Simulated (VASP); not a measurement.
## SrCl2: single point with PBEsol

The system is SrCl2.

```
CELL_PARAMETERS angstrom
-1.10200 3.03051 3.03051
3.03051 -1.10200 3.03051
3.03051 3.03051 -1.10200
ATOMIC_POSITIONS crystal
Sr 0.00000 0.00000 0.00000
Cl 0.25000 0.25000 0.25000
Cl 0.75000 0.75000 0.75000
```

This cell differs from its parent crystal: ratio of the length along [111] to the lengths across it x 0.6, volume and fractional coordinates fixed.

* Program: VASP 6.6.1
* Task: single point
* Functional: PBEsol
* Potentials or basis: VASP PAW PBE potentials, release 64 (Sr_sv, Cl)
* Cutoff: 520 eV
* k mesh: 6 × 6 × 6
* Occupations: gaussian, width 0.05 eV
* Spin: no spin polarisation
* Dipole correction: no
* Further INCAR settings: ALGO = Normal; EDIFF = 1e-06; NBANDS = 19

```json
{
  "Pressure": "26.4 GPa",
  "Largest force": "10.676 eV/Å",
  "Band gap on the k mesh": "3.26 eV, direct"
}
```

Forces in eV/Å, atoms in the order of the input:
```
Sr   0.000  0.000  0.000
Cl   6.164  6.164  6.164
Cl  -6.164 -6.164 -6.164
```

Stress tensor (GPa, compression positive):
```
26.43 29.90 29.90
29.90 26.43 29.90
29.90 29.90 26.43
```

Levels at points of the mesh, in eV from the valence-band top:
```
           k point  band 8  band 9  band 10  band 11  band 12  band 13  band 14  band 15  band 16  band 17
(0.00, 0.00, 0.00)   -3.65   -3.43    -1.67    -1.67     0.00     3.26     5.69     5.69     6.79     6.79
(0.50, 0.00, 0.00)   -3.15   -2.96    -2.49    -2.37    -0.46     4.81     4.89     6.62     6.72     6.99
(0.50, 0.50, 0.00)   -3.25   -2.79    -2.07    -2.02    -0.16     4.43     5.78     6.23     6.38     6.64
(0.50, 0.50, 0.50)   -3.08   -3.08    -2.43    -2.43    -0.82     6.01     6.01     6.48     7.16     7.16
```

Run time: 26 s on 1 thread of AMD EPYC 9R45 96-Core Processor (Zen 5), with other jobs on the host, peak memory 0.19 GiB.

Caveat: the PAW data sets were made with another functional, which shifts forces and pressure a little. A k mesh can miss the band edges.
